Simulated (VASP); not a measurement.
Write the native input for VASP 6.6.1 that does the following.

- Task: single point
- Functional: PBE
- Potentials or basis: VASP PAW PBE potentials, release 64 (Li_sv)
- Cutoff: 520 eV
- k mesh: 8 × 8 × 8
- Occupations: gaussian, width 0.1 eV
- Spin: no spin polarisation
- Dipole correction: no
- Further INCAR settings: ALGO = Normal; EDIFF = 1e-06; NBANDS = 22

The structure of Li lies in POSCAR:

```
Li
1.0
    6.2165650640      0.0000000000      0.0000000000
    0.0000000000      6.2165650640      0.0000000000
    0.0000000000      0.0000000000      4.1729925140
Li
8
Direct
    0.5000563747      0.7500109618      0.0000000000
    0.4999436253      0.2499890382      0.0000000000
    0.7500109618      0.4999436253      0.5000000000
    0.2499890382      0.5000563747      0.5000000000
    1.0000563747      0.7499890382      0.0000000000
   -0.0000563747      0.2500109618      0.0000000000
    0.7499890382     -0.0000563747      0.5000000000
    0.2500109618      1.0000563747      0.5000000000
```

These files were run (other wordings do the same):

INCAR

```
PREC     = Accurate       # precision mode
ENCUT    = 520            # plane-wave cutoff, eV
EDIFF    = 1E-6           # SCF threshold, eV
ISMEAR   = 0              # smearing method
SIGMA    = 0.1            # smearing width, eV
LREAL    = False          # projectors in reciprocal space
LASPH    = True           # aspherical terms in the spheres
NELM     = 100            # most SCF steps
ALGO     = Normal         # electronic algorithm
ISIF     = 2              # what is computed and relaxed
LWAVE    = False          # write WAVECAR
LCHARG   = False          # write CHGCAR
GGA      = PE             # functional
NBANDS   = 22             # bands
```

KPOINTS

```
Automatic mesh
0
Gamma
  8 8 8
```

Potentials or basis: VASP PAW PBE potentials, release 64 (Li_sv).

Run with:

```console
$ cat potpaw_PBE.64/Li_sv/POTCAR > POTCAR
$ mpirun -np 1 vasp_std > vasp.out
```

Results of the run:

```json
{"Band gap on the k mesh": "zero (band 12 reaches 1.05 eV, above the bottom of band 13 at -0.01 eV)"}
```

Wall time 2.3 min on 1 thread of Intel(R) Xeon(R) Platinum 8488C (Sapphire Rapids), with other jobs on the host, peak memory 0.34 GiB.
